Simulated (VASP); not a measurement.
A run of VASP 6.6.1:

Contents of INCAR:

```
ALGO = Normal
EDIFF = 1E-6
ENCUT = 400
GGA_COMPAT = F
ISIF = 2
ISMEAR = 0
LASPH = T
LCHARG = F
LREAL = F
LWAVE = F
NBANDS = 20
NELM = 120
PREC = Accurate
SIGMA = 0.1
```

File KPOINTS:

```
k-points
0
Gamma
  3 3 3
```

File POSCAR:

```
Al
1.0
   -3.1824400000      3.1824400000      3.1824400000
    3.1824400000     -3.1824400000      3.1824400000
    3.1824400000      3.1824400000     -3.1824400000
Al
7
Direct
   -0.0001178341     -0.0000876686      0.4199642413
   -0.0765805483      0.4814456832     -0.0413600885
    0.0716345006      0.5592770013      0.5383495054
    0.5580307877      0.0766016013      0.0352247018
    0.4876836641     -0.0715477747      0.4667074635
    0.4406636103      0.5122316524     -0.0210709393
    0.5186855055      0.4420795050      0.4771848016
```

Potentials or basis: VASP PAW LDA potentials, release 64 (Al).

Command:

```bash
$ cat potpaw_LDA.64/Al/POTCAR > POTCAR
$ mpirun -np 1 vasp_std > vasp.out
```

Hardware: 1 thread of Intel(R) Xeon(R) Platinum 8259CL CPU @ 2.50GHz (Skylake/Cascade Lake) (shared host).

**Question.** How long does it take, and how much memory?

**Answer.** Wall time 16 s on 1 thread of Intel(R) Xeon(R) Platinum 8259CL CPU @ 2.50GHz (Skylake/Cascade Lake), with other jobs on the host, peak memory 0.17 GiB. Counts: scf iterations 12, k points 14.
